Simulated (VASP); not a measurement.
A run of VASP 6.6.1:

File INCAR:

```
SYSTEM = NbSiAs
ALGO = Normal
EDIFF = 1E-7
ENCUT = 520
GGA = PS
ISIF = 2
ISMEAR = 0
LASPH = .True.
LCHARG = .False.
LREAL = .False.
LWAVE = .False.
NBANDS = 31
NELM = 100
PREC = Accurate
SIGMA = 0.1
```

KPOINTS

```
k-points
0
Gamma
  10 10 6
  0 0 0
```

POSCAR

```
NbSiAs
1.0
    3.4758124597      0.0000000000      0.0000000000
    0.0000000000      3.4758124597      0.0000000000
    0.0000000000      0.0000000000      7.8721339958
Nb Si As
2 2 2
Direct
    0.5000000000      0.0000000000      0.2546312858
    0.0000000000      0.5000000000      0.7453687142
    0.0000000000      0.0000000000      0.0000000000
    0.5000000000      0.5000000000      0.0000000000
    0.5000000000      0.0000000000      0.6109265813
    0.0000000000      0.5000000000      0.3890734187
```

Potentials or basis: VASP PAW PBE potentials, release 64 (Nb_sv, Si, As).

Command:

```console
$ cat potpaw_PBE.64/Nb_sv/POTCAR potpaw_PBE.64/Si/POTCAR potpaw_PBE.64/As/POTCAR > POTCAR
$ mpirun -np 1 vasp_std > vasp.out
```

Hardware: 1 thread of AMD EPYC 7R43 64-Core Processor (Zen 3), on a shared host.

Task: Estimate the wall time of this run.

Result: Run time: 5.2 min on 1 thread of AMD EPYC 7R43 64-Core Processor (Zen 3), with other jobs on the host, peak memory 0.32 GiB. Counts: scf iterations 14, k points 84.
